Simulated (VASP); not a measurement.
# Pt (Pm-3m) in VASP: further runs

The runs below take Pt through single point, with PBE.

Everything below comes from runs of VASP 6.6.1. Logs are shortened: lines on timing, memory, paths and dates and some standing lists are left out, and cuts for length are marked.

### Step 1. The cell of the first run

Symmetry: Pm-3m, No. 221, cubic system. The conventional cell has a = 2.625 Å, b = 2.625 Å, c = 2.625 Å, α = 90.00°, β = 90.00°, γ = 90.00°. Pt (site symmetry m-3m) has 6 Pt at 2.62 Å within 3.5 Å.

### Step 2. Single point, PBE, collinear spin, ferromagnetic start

INCAR reads:

```
SYSTEM = Pt
  PREC = Accurate
  ENCUT = 520
  EDIFF = 1E-7
  ISMEAR = -1
  SIGMA = 0.05
  LREAL = .False.
  LASPH = .True.
  NELM = 150
  ALGO = Normal
  ISIF = 2
  LWAVE = .False.
  LCHARG = .False.
  ISPIN = 2
  MAGMOM = 1
  LORBIT = 11
  LMAXMIX = 4
  GGA = PE
  NBANDS = 15
```

KPOINTS reads:

```
regular mesh
0
Gamma
  20 20 20
  0 0 0
```

POSCAR reads:

```
Pt
1.0
    2.6246004195      0.0000000000      0.0000000000
    0.0000000000      2.6246004195      0.0000000000
    0.0000000000      0.0000000000      2.6246004195
Pt
1
Direct
    0.0000000000      0.0000000000      0.0000000000
```

Potentials or basis: VASP PAW PBE potentials, release 64 (Pt).

Run with:

```sh
cat potpaw_PBE.64/Pt/POTCAR > POTCAR
mpirun -np 1 vasp_std > vasp.out
```

OUTCAR:

```text
SYSTEM = Pt
   PREC = Accurate
   ENCUT = 520
   EDIFF = 1E-7
   ISMEAR = -1
   LREAL = .False.
   LASPH = .True.
   NELM = 150
   ISIF = 2
   ISPIN = 2
   LORBIT = 11
   GGA = PE

 ion  position               nearest neighbor table
   1  0.000  0.000  0.000-

  LATTYP: Found a simple cubic cell.
 ALAT       =     2.6246004195

  Lattice vectors:

 A1 = (   2.6246004195,   0.0000000000,   0.0000000000)
 A2 = (   0.0000000000,   2.6246004195,   0.0000000000)
 A3 = (   0.0000000000,   0.0000000000,   2.6246004195)

Analysis of symmetry for initial positions (statically):
=====================================================================
 Subroutine PRICEL returns:
 Original cell was already a primitive cell.

 Routine SETGRP: Setting up the symmetry group for a
 simple cubic supercell.

 Subroutine GETGRP returns: Found 48 space group operations
 (whereof 48 operations were pure point group operations)
 out of a pool of 48 trial point group operations.

The static configuration has the point symmetry O_h .

Analysis of symmetry for dynamics (positions and initial velocities):
=====================================================================
 Subroutine PRICEL returns:
 Original cell was already a primitive cell.

 Routine SETGRP: Setting up the symmetry group for a
 simple cubic supercell.

 Subroutine GETGRP returns: Found 48 space group operations
 (whereof 48 operations were pure point group operations)
 out of a pool of 48 trial point group operations.

The dynamic configuration has the point symmetry O_h .

Analysis of structural, dynamic, and magnetic symmetry:
=====================================================================
 Subroutine PRICEL returns:
 Original cell was already a primitive cell.

 Routine SETGRP: Setting up the symmetry group for a
 simple cubic supercell.

 Subroutine GETGRP returns: Found 48 space group operations
 (whereof 48 operations were pure point group operations)
 out of a pool of 48 trial point group operations.

The overall configuration has the point symmetry O_h .

 Subroutine INISYM returns: Found 48 space group operations
 (whereof 48 operations are pure point group operations),
 and found     1 'primitive' translations

----------------------------------------------------------------------------------------

                                     Primitive cell

  volume of cell :      18.0796

  direct lattice vectors                    reciprocal lattice vectors
     2.624600420  0.000000000  0.000000000     0.381010379  0.000000000  0.000000000
     0.000000000  2.624600420  0.000000000     0.000000000  0.381010379  0.000000000
[... 119 lines left out ...]
   NGX =  9   NGY =  9   NGZ =  9

 number of electron      10.0000002 magnetization       0.0009582

 number of electron      10.0000002 magnetization      -0.0000406

 Free energy of the ion-electron system (eV)
  ---------------------------------------------------
  ext. energy  EPLUGINS =         0.00000000
  ---------------------------------------------------
  free energy    TOTEN  =        -5.64959109 eV

  energy without entropy =       -5.63736951  energy(sigma->0) =       -5.64348030

 E-fermi :   8.1652     XC(G=0): -12.2695

 val. band max:        8.1624049496   @ k =   0.3000   0.3000   0.2000
 cond. band min:       8.1654849763   @ k =   0.1000   0.0500   0.0500
 fundamental gap:      0.0030800267
 Fermi energy:         8.1652414995

 spin component 1

 k-point     1 :       0.0000    0.0000    0.0000
  band No.  band energies     occupation
      1      -0.1868      1.00000
      2       2.5663      1.00000
      3       2.5663      1.00000
      4       8.4629      0.00259
      5       8.4629      0.00259
      6       8.4629      0.00259
      7      23.3515      0.00000
      8      23.3515      0.00000
      9      23.3515      0.00000
     10      29.0413      0.00000
     11      31.7391      0.00000
     12      31.7391      0.00000
     13      35.6628      0.00000
     14      35.6628      0.00000
[... 403 lines left out ...]
      4       7.3561      1.00000
      5       7.6521      0.99997
      6       8.3035      0.05922
      7      19.1068      0.00000
      8      23.1624      0.00000
      9      25.6491      0.00000
     10      28.3482      0.00000
     11      31.8748      0.00000
     12      34.7950      0.00000
     13      36.8481      0.00000
     14      37.6085      0.00000
     15      39.1767      0.00000

 [... further k-points ...]

 spin component 2

 k-point     1 :       0.0000    0.0000    0.0000
  band No.  band energies     occupation
      1      -0.1868      1.00000
      2       2.5664      1.00000
      3       2.5664      1.00000
      4       8.4628      0.00259
      5       8.4628      0.00259
      6       8.4628      0.00259
      7      23.3515      0.00000
      8      23.3515      0.00000
      9      23.3515      0.00000
     10      29.0414      0.00000
     11      31.7391      0.00000
     12      31.7391      0.00000
     13      35.6628      0.00000
     14      35.6628      0.00000
[... 403 lines left out ...]
      4       7.3561      1.00000
      5       7.6520      0.99997
      6       8.3035      0.05925
      7      19.1068      0.00000
      8      23.1624      0.00000
      9      25.6491      0.00000
     10      28.3482      0.00000
     11      31.8748      0.00000
     12      34.7950      0.00000
     13      36.8481      0.00000
     14      37.6085      0.00000
     15      39.1767      0.00000

 [... further k-points ...]
[... 5 lines left out ...]
  --------------------------------------------------------------------------------------
  -------------------------------------------------------------------------------------
  Total       -0.0575749     -0.0575749     -0.0575749      0.0000000      0.0000000     -0.0000000
  in kB       -5.1021602     -5.1021602     -5.1021602      0.0000000      0.0000000     -0.0000000
  external PRESSURE =      -5.1021602 kB  Pullay stress =       0.0000000 kB

 VOLUME and BASIS-vectors are now :
 -----------------------------------------------------------------------------
  energy-cutoff  :      520.00
  volume of cell :       18.08
      direct lattice vectors                 reciprocal lattice vectors
     2.624600420  0.000000000  0.000000000     0.381010379  0.000000000  0.000000000
     0.000000000  2.624600420  0.000000000     0.000000000  0.381010379  0.000000000
     0.000000000  0.000000000  2.624600420     0.000000000  0.000000000  0.381010379

 POSITION                                       TOTAL-FORCE (eV/Angst)
 -----------------------------------------------------------------------------------
      0.00000      0.00000      0.00000         0.000000      0.000000      0.000000
 -----------------------------------------------------------------------------------
    total drift:                               -0.000000      0.000000     -0.000000

  FREE ENERGIE OF THE ION-ELECTRON SYSTEM (eV)
  ---------------------------------------------------
  free  energy   TOTEN  =        -5.6495910895 eV

  energy  without entropy=       -5.6373695125  energy(sigma->0) =       -5.64348030

 total charge

# of ion       s       p       d       tot
------------------------------------------
    1        0.710   0.457   8.037   9.204

 magnetization (x)

# of ion       s       p       d       tot
------------------------------------------
    1        0.000   0.000  -0.000  -0.000
```

It took 1.7 min on 1 thread of AMD EPYC 9R45 (Zen 5), shared host; peak memory 0.18 GiB.

Results:

```
Free energy                                           : -5.6496 eV
Pressure                                              : -0.5 GPa
Band gap on the k mesh                                : zero (filled and empty bands overlap)
Net moment                                            : 0.00 μB per cell
Valence electrons inside the program's atomic spheres : Pt 9.20
```

Levels at points of the mesh, in eV from the Fermi level:
Spin up:
```
           k point  band 3  band 4  band 5  band 6  band 7  band 8
(0.00, 0.00, 0.00)   -5.60    0.30    0.30    0.30   15.19   15.19
(0.50, 0.00, 0.00)   -1.83   -1.83   -0.45    0.50    4.42   16.52
(0.50, 0.50, 0.00)   -1.44   -1.44    1.90    4.50    4.50    9.46
(0.50, 0.50, 0.50)   -4.76    2.04    2.04    9.99    9.99    9.99
```
Spin down:
```csv
k point,band 3,band 4,band 5,band 6,band 7,band 8
"(0.00, 0.00, 0.00)",-5.60,0.30,0.30,0.30,15.19,15.19
"(0.50, 0.00, 0.00)",-1.83,-1.83,-0.45,0.50,4.42,16.52
"(0.50, 0.50, 0.00)",-1.44,-1.44,1.90,4.50,4.50,9.46
"(0.50, 0.50, 0.50)",-4.76,2.04,2.04,9.99,9.99,9.99
```

Caveat: spin-orbit coupling is left out, which moves the levels of the heavy elements.

### Step 3. Single point, PBE, collinear spin, ferromagnetic start

INCAR reads:

```
ALGO = Normal ; EDIFF = 1E-7
ENCUT = 520 ; GGA = PE
ISIF = 2 ; ISMEAR = -1
ISPIN = 2 ; LASPH = True
LCHARG = False ; LMAXMIX = 4
LORBIT = 11 ; LREAL = False
LWAVE = False ; MAGMOM = 1
NBANDS = 15 ; NELM = 150
PREC = Accurate ; SIGMA = 0.05
```

KPOINTS reads:

```
k-points
0
Gamma
  20 20 20
```

POSCAR is that of step 2.

Potentials or basis: VASP PAW PBE potentials, release 64 (Pt).

Run with:

```sh
cat potpaw_PBE.64/Pt/POTCAR > POTCAR
mpirun -np 1 vasp_std > vasp.out
```

Run time: 1.7 min. Hardware: 1 thread of AMD EPYC 9R45 (Zen 5), shared host; peak memory 0.18 GiB.

The run converged. Its results:

* Free energy: -5.6496 eV
* Pressure: -0.5 GPa
* Band gap on the k mesh: zero (filled and empty bands overlap)
* Net moment: 0.00 μB per cell
* Valence electrons inside the program's atomic spheres: Pt 9.20

Levels at points of the mesh, in eV from the Fermi level:
Spin up:
```
           k point  band 1  band 2  band 3  band 4  band 5  band 6  band 7  band 8  band 9  band 10
(0.00, 0.00, 0.00)   -8.35   -5.60   -5.60    0.30    0.30    0.30   15.19   15.19   15.19    20.88
(0.50, 0.00, 0.00)   -5.76   -5.03   -1.83   -1.83   -0.45    0.50    4.42   16.52   19.51    20.98
(0.50, 0.50, 0.00)   -5.74   -4.58   -1.44   -1.44    1.90    4.50    4.50    9.46   13.38    21.37
(0.50, 0.50, 0.50)   -4.76   -4.76   -4.76    2.04    2.04    9.99    9.99    9.99   10.02    16.47
```
Spin down:
| k point | band 3 | band 4 | band 5 | band 6 | band 7 | band 8 |
| --- | --- | --- | --- | --- | --- | --- |
| (0.00, 0.00, 0.00) | -5.60 | 0.30 | 0.30 | 0.30 | 15.19 | 15.19 |
| (0.50, 0.00, 0.00) | -1.83 | -1.83 | -0.45 | 0.50 | 4.42 | 16.52 |
| (0.50, 0.50, 0.00) | -1.44 | -1.44 | 1.90 | 4.50 | 4.50 | 9.46 |
| (0.50, 0.50, 0.50) | -4.76 | 2.04 | 2.04 | 9.99 | 9.99 | 9.99 |

Caveat: spin-orbit coupling is left out, which moves the levels of the heavy elements.

### Step 4. Single point, PBE, collinear spin, ferromagnetic start (volume scaled by 0.88)

INCAR reads:

```
SYSTEM = Pt
  PREC = Accurate
  ENCUT = 520
  EDIFF = 1E-7
  ISMEAR = -1
  SIGMA = 0.05
  LREAL = .FALSE.
  LASPH = .TRUE.
  NELM = 150
  ALGO = Normal
  ISIF = 2
  LWAVE = .FALSE.
  LCHARG = .FALSE.
  ISPIN = 2
  MAGMOM = 1
  LORBIT = 11
  LMAXMIX = 4
  GGA = PE
  NBANDS = 15
```

KPOINTS reads:

```
Automatic mesh
0
G
  13 13 13
  0 0 0
```

POSCAR reads:

```
Pt
1.0
    2.5151125156      0.0000000000      0.0000000000
    0.0000000000      2.5151125156      0.0000000000
    0.0000000000      0.0000000000      2.5151125156
Pt
1
Direct
    0.0000000000      0.0000000000      0.0000000000
```

Run with:

```sh
cat potpaw_PBE.64/Pt/POTCAR > POTCAR
mpirun -np 1 vasp_std > vasp.out
```

Wall time 25 s (1 thread of Intel Xeon Platinum 8488C (Sapphire Rapids), shared host); peak memory 0.15 GiB.

The run converged. Its results:

| Property | Result |
| --- | --- |
| Free energy | -5.4700 eV |
| Pressure | 32.5 GPa |
| Band gap on the k mesh | zero (filled and empty bands overlap) |
| Net moment | 0.00 μB per cell |
| Valence electrons inside the program's atomic spheres | Pt 9.52 |

Levels at points of the mesh, in eV from the Fermi level:
Spin up:
```csv
k point,band 2,band 3,band 4,band 5,band 6,band 7,band 8,band 9
"(0.00, 0.00, 0.00)",-6.81,-6.81,0.38,0.38,0.38,15.83,15.83,15.83
```
Spin down:
| k point | band 3 | band 4 | band 5 | band 6 | band 7 | band 8 |
| --- | --- | --- | --- | --- | --- | --- |
| (0.00, 0.00, 0.00) | -6.81 | 0.38 | 0.38 | 0.38 | 15.83 | 15.83 |

Caveat: spin-orbit coupling is left out, which moves the levels of the heavy elements.

### Step 5. Single point, PBE, collinear spin, ferromagnetic start (volume scaled by 0.92)

INCAR reads:

```
SYSTEM = Pt
ALGO = Normal
EDIFF = 1E-6
ENCUT = 520
GGA = PE
ISIF = 2
ISMEAR = -1
ISPIN = 2
LASPH = .TRUE.
LCHARG = .TRUE.
LELF = .TRUE.
LMAXMIX = 4
LORBIT = 11
LREAL = .FALSE.
LVHAR = .TRUE.
LWAVE = .FALSE.
MAGMOM = 1
NBANDS = 15
NELM = 150
PREC = Accurate
SIGMA = 0.05
```

KPOINTS reads:

```
k-points
0
G
  13 13 13
  0 0 0
```

POSCAR reads:

```
Pt
1.0
    2.5526570436      0.0000000000      0.0000000000
    0.0000000000      2.5526570436      0.0000000000
    0.0000000000      0.0000000000      2.5526570436
Pt
1
Direct
    0.0000000000      0.0000000000      0.0000000000
```

Run with:

```sh
cat potpaw_PBE.64/Pt/POTCAR > POTCAR
mpirun -np 1 vasp_std > vasp.out
```

Run time: 20 s. Hardware: 1 thread of Intel Xeon Platinum 8488C (Sapphire Rapids), shared host; peak memory 0.15 GiB.

It converged, with:

```yaml
Free_energy: -5.5842 eV
Pressure: 18.4 GPa
Band_gap_on_the_k_mesh: zero (filled and empty bands overlap)
Net_moment: 0.00 μB per cell
Valence_electrons_inside_the_program's_atomic_spheres: Pt 9.40
```

Levels at points of the mesh, in eV from the Fermi level:
Spin up:
```
           k point  band 1  band 2  band 3  band 4  band 5  band 6  band 7  band 8  band 9  band 10
(0.00, 0.00, 0.00)   -9.18   -6.37   -6.37    0.34    0.34    0.34   15.60   15.60   15.60    21.76
```
Spin down:
```csv
k point,band 3,band 4,band 5,band 6,band 7,band 8
"(0.00, 0.00, 0.00)",-6.37,0.34,0.34,0.34,15.60,15.60
```

Caveat: spin-orbit coupling is left out, which moves the levels of the heavy elements.

[end of part 1 of 2]
